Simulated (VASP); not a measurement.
Wanted: the native input for a VASP 6.6.1 run.

| Quantity | Value |
| --- | --- |
| Task | single point |
| Functional | PBE |
| Potentials or basis | VASP PAW PBE potentials, release 64 (Si, C) |
| Cutoff | 520 eV |
| k mesh | 16 × 16 × 9 |
| Occupations | fermi-dirac, width 0.02 eV |
| Spin | no spin polarisation |
| Dipole correction | no |
| Further INCAR settings | ALGO = Normal; EDIFF = 1e-07; NBANDS = 16 |

The structure of SiC (Moissanite) lies in POSCAR:

```
SiC
1.0
    3.0344273362      0.0000000000      0.0000000000
   -1.5172136681      2.6278911591      0.0000000000
    0.0000000000      0.0000000000      4.9797754205
Si C
2 2
Direct
    0.3333333333      0.6666666667      0.0045435396
    0.6666666667      0.3333333333      0.5045435396
    0.3333333333      0.6666666667      0.3804564604
    0.6666666667      0.3333333333      0.8804564604
```

This cell differs from its parent crystal: volume scaled by 0.96, then relaxed in part.

One way to write it, as run:

INCAR

```
PREC = Accurate
ENCUT = 520
EDIFF = 1E-7
ISMEAR = -1
SIGMA = 0.02
LREAL = F
LASPH = T
NELM = 60
ALGO = Normal
ISIF = 2
LWAVE = F
LCHARG = T
GGA = PE
LELF = T
LVHAR = T
NBANDS = 16
```

KPOINTS

```
regular mesh
0
Gamma
  16 16 9
```

Potentials or basis: VASP PAW PBE potentials, release 64 (Si, C).

Command:

```bash
$ cat potpaw_PBE.64/Si/POTCAR potpaw_PBE.64/C/POTCAR > POTCAR
$ mpirun -np 1 vasp_std > vasp.out
```

Results of the run:

The pressure is 13.4 GPa and the largest force is 0.017 eV/Å. The band gap on the k mesh is 2.27 eV, indirect (least direct gap 4.05 eV).

It took 55 s on 1 thread of AMD EPYC 9R45 96-Core Processor (Zen 5), with other jobs on the host, peak memory 0.18 GiB.
